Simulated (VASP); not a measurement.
A run of VASP 6.6.1 is set up as follows.

The input INCAR:

```
SYSTEM = Si2Mo
  ALGO = Normal
  EDIFF = 1E-7
  ENCUT = 520
  GGA = PE
  ISIF = 2
  ISMEAR = 0
  LASPH = .True.
  LCHARG = .False.
  LREAL = .False.
  LWAVE = .False.
  NBANDS = 18
  NELM = 80
  PREC = Accurate
  SIGMA = 0.1
```

Contents of KPOINTS:

```
k-points
0
Gamma
  18 18 18
  0 0 0
```

The input POSCAR:

```
Si2Mo
1.0
   -1.6085136288      1.6085136288      3.9365575350
    1.6085136288     -1.6085136288      3.9365575350
    1.6085136288      1.6085136288     -3.9365575350
Si Mo
2 1
Direct
    0.6648985835      0.6648985835      0.0000000000
    0.3351014165      0.3351014165      0.0000000000
    0.0000000000      0.0000000000      0.0000000000
```

Potentials or basis: VASP PAW PBE potentials, release 64 (Si, Mo_sv).

Run with:

```bash
$ cat potpaw_PBE.64/Si/POTCAR potpaw_PBE.64/Mo_sv/POTCAR > POTCAR
$ mpirun -np 1 vasp_std > vasp.out
```

Problem. What does it give for the band gap on the k mesh?

Solution. Zero (bands 11 and 12 overlap by 0.94 eV).

Problem. Estimate the pressure.

Solution. 0.1 GPa.

Problem. Predict the largest force.

Solution. 0.004 eV/Å.

Forces on the atoms (eV/Å):
```
Si   0.000  0.000  0.004
Si   0.000  0.000 -0.004
Mo   0.000  0.000  0.000
```
